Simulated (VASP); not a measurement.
The system is K3W.

```
CELL_PARAMETERS angstrom
0.00000 4.02717 4.02717
4.02717 0.00000 4.02717
4.02717 4.02717 0.00000
ATOMIC_POSITIONS crystal
K 0.75000 0.75000 0.75000
K 0.50000 0.50000 0.50000
K 0.25000 0.25000 0.25000
W 0.00000 0.00000 0.00000
```

* Program: VASP 6.6.1
* Task: relaxation of cell and atoms
* Functional: PBE
* Potentials or basis: VASP PAW PBE potentials, release 64 (K_sv, W_sv)
* Cutoff: 600 eV
* k mesh: 10 × 10 × 10
* Occupations: gaussian, width 0.1 eV
* Spin: no spin polarisation

At the start: pressure 3.2 GPa; volume 32.66 Å³/atom.

Problem. How do energy, volume and symmetry change on relaxing?

Solution. Over 4 steps the energy falls by 63.8 meV/atom and the volume is 40.04 Å³/atom (+22.6 %); space group Fm-3m (No. 225, to 0.05 Å).

The path:
| step | energy change (eV) | largest force (eV/Å) | pressure (GPa) | volume (Å³) |
| --- | --- | --- | --- | --- |
| 1 | 0.0000 | 0.0000 | 3.21 | 130.63 |
| 2 | -0.1829 | 0.0000 | 1.48 | 143.41 |
| 3 | -0.2529 | 0.0000 | 0.22 | 157.29 |
| 4 | -0.2550 | 0.0000 | 0.02 | 160.15 |

Final structure:
```xyz
4
Lattice="0.0000 4.3102 4.3102 4.3102 0.0000 4.3102 4.3102 4.3102 0.0000" Properties=species:S:1:pos:R:3 pbc="T T T"
K     6.4653    6.4653    6.4653
K     4.3102    4.3102    4.3102
K     2.1551    2.1551    2.1551
W     4.3102    8.6204    4.3102
```

Caveat: the volume moved by over 15 % at a fixed basis, so the end points are rough.
